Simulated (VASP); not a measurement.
Input of a VASP 6.6.1 run:

The input POSCAR:

```
CaSe
1.0
    0.0000000000      2.9675351118      2.9675351118
    2.9675351118      0.0000000000      2.9675351118
    2.9675351118      2.9675351118      0.0000000000
Ca Se
1 1
Direct
    0.0000000000      0.0000000000      0.0000000000
    0.5000000000      0.5000000000      0.5000000000
```

File INCAR.step1:

```
ALGO = Normal
EDIFF = 1E-4
ENCUT = 520
GGA = PE
ISMEAR = -1
LASPH = True
LCHARG = False
LREAL = False
LWAVE = True
NBANDS = 15
NELM = 80
PREC = Accurate
SIGMA = 0.02
```

File INCAR.step2:

```
ALGO = Normal
EDIFF = 1E-7
ENCUT = 520
ISIF = 2
ISMEAR = -1
ISTART = 1
LASPH = True
LCHARG = True
LELF = True
LMIXTAU = True
LREAL = False
LVHAR = True
LWAVE = False
METAGGA = R2SCAN
NBANDS = 15
NELM = 80
PREC = Accurate
SIGMA = 0.02
```

KPOINTS

```
k-points
0
Gamma
  6 6 6
```

Potentials or basis: VASP PAW PBE potentials, release 64 (Ca_sv, Se).

Command:

```console
$ cat potpaw_PBE.64/Ca_sv/POTCAR potpaw_PBE.64/Se/POTCAR > POTCAR
$ cp INCAR.step1 INCAR
$ mpirun -np 1 vasp_std > vasp.out
$ cp INCAR.step2 INCAR
$ mpirun -np 1 vasp_std > vasp.out
```

Problem. Predict the pressure.

Solution. 0.2 GPa.

Problem. Predict the band gap on the k mesh.

Solution. 2.52 eV, indirect (least direct gap 3.46 eV).

Caveat: the PAW data sets were made with another functional, which shifts forces and pressure a little. A k mesh can miss the band edges.
